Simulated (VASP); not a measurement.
## CdTe6: relaxation of cell and atoms with PBE

Crystal: CdTe6.

```
Cd Te
1.0
     9.74371    0.00000    0.00000
    -4.87186    8.43830    0.00000
     0.00000    0.00000    3.20651
Cd Te
1 6
Direct
  0.00000 0.00000 0.50000
  0.64130 0.00000 0.00000
  0.00000 0.64130 0.00000
  0.35870 0.35870 0.00000
  0.35870 0.00000 0.00000
  0.00000 0.35870 0.00000
  0.64130 0.64130 0.00000
```

The cell was generated, and may not be a known phase.

```
Program                : VASP 6.6.1
Task                   : relaxation of cell and atoms
Functional             : PBE
Potentials or basis    : VASP PAW PBE potentials, release 64 (Cd, Te)
Cutoff                 : 600 eV
k mesh                 : 6 × 6 × 10
Occupations            : gaussian, width 0.1 eV
Spin                   : no spin polarisation
Dipole correction      : no
Further INCAR settings : ALGO = Normal; EDIFF = 1e-07; IBRION = 2; EDIFFG = -0.01; NSW = 100; ISIF = 3
```

```
Relaxed volume                        : 37.73 Å³/atom
Relaxed cell                          : a = 10.017 Å, b = 10.017 Å, c = 3.039 Å, α = 90.00°, β = 90.00°, γ = 120.00°
Space group after relaxing (to 0.1 Å) : P6/mmm (No. 191)
Energy gained by relaxing             : 33.8 meV/atom
Ionic steps                           : 15
Pressure after relaxing               : 0.0 GPa
```

Step by step:
| step | energy change (eV) | largest force (eV/Å) | pressure (GPa) | volume (Å³) |
| --- | --- | --- | --- | --- |
| 1 | 0.0000 | 0.5174 | 0.06 | 263.64 |
| 2 | -0.2154 | 0.0203 | -0.49 | 263.87 |
| 3 | -0.2069 | 0.1871 | -0.27 | 263.73 |
| 4 | -0.2259 | 0.0928 | -0.48 | 263.84 |
| 5 | -0.2266 | 0.1104 | -0.46 | 263.83 |
| 6 | -0.2307 | 0.0380 | 0.28 | 259.49 |
| 7 | -0.2324 | 0.0640 | 0.01 | 260.98 |
| 8 | -0.2336 | 0.0383 | 0.05 | 260.87 |
| 9 | -0.2338 | 0.0232 | 0.07 | 260.81 |
| 10 | -0.2345 | 0.0210 | 0.04 | 261.39 |
| 11 | -0.2359 | 0.0129 | -0.03 | 263.15 |
| 12 | -0.2350 | 0.0107 | -0.14 | 266.69 |
| 13 | -0.2362 | 0.0062 | -0.07 | 264.28 |
| 14 | -0.2355 | 0.0148 | 0.15 | 263.64 |
| 15 | -0.2363 | 0.0001 | 0.00 | 264.08 |

Final structure:
```cif
data_structure
_symmetry_space_group_name_H-M 'P 1'
_symmetry_Int_Tables_number 1
_cell_length_a 10.0168
_cell_length_b 10.0168
_cell_length_c 3.0391
_cell_angle_alpha 90.000
_cell_angle_beta 90.000
_cell_angle_gamma 120.000
_cell_volume 264.08
loop_
_atom_site_label
_atom_site_type_symbol
_atom_site_fract_x
_atom_site_fract_y
_atom_site_fract_z
_atom_site_occupancy
Cd1 Cd 0.00000 0.00000 0.50000 1
Te1 Te 0.64206 0.00000 0.00000 1
Te2 Te 0.00000 0.64206 0.00000 1
Te3 Te 0.35794 0.35794 0.00000 1
Te4 Te 0.35794 0.00000 0.00000 1
Te5 Te 0.00000 0.35794 0.00000 1
Te6 Te 0.64206 0.64206 0.00000 1
```

Levels at points of the mesh, in eV from the Fermi level:
| k point | band 21 | band 22 | band 23 | band 24 | band 25 | band 26 | band 27 | band 28 |
| --- | --- | --- | --- | --- | --- | --- | --- | --- |
| (0.00, 0.00, 0.00) | -1.45 | -1.45 | 0.30 | 1.22 | 2.63 | 3.02 | 3.02 | 3.17 |
| (0.50, 0.00, 0.00) | -0.97 | -0.40 | 0.44 | 0.54 | 2.31 | 2.76 | 2.85 | 2.99 |
| (0.00, 0.00, 0.50) | -2.51 | -0.55 | -0.55 | -0.36 | -0.36 | -0.04 | 1.16 | 1.36 |
| (0.50, 0.00, 0.50) | -1.95 | -1.72 | -1.30 | 0.16 | 0.21 | 0.23 | 0.96 | 1.00 |

Run time: 49 min on 1 thread of AMD EPYC 9R45 96-Core Processor (Zen 5) (shared host), peak memory 0.65 GiB.

Caveat: the highest band is partly filled, so the run has too few bands; spin-orbit coupling is left out, which moves the levels of the heavy elements.
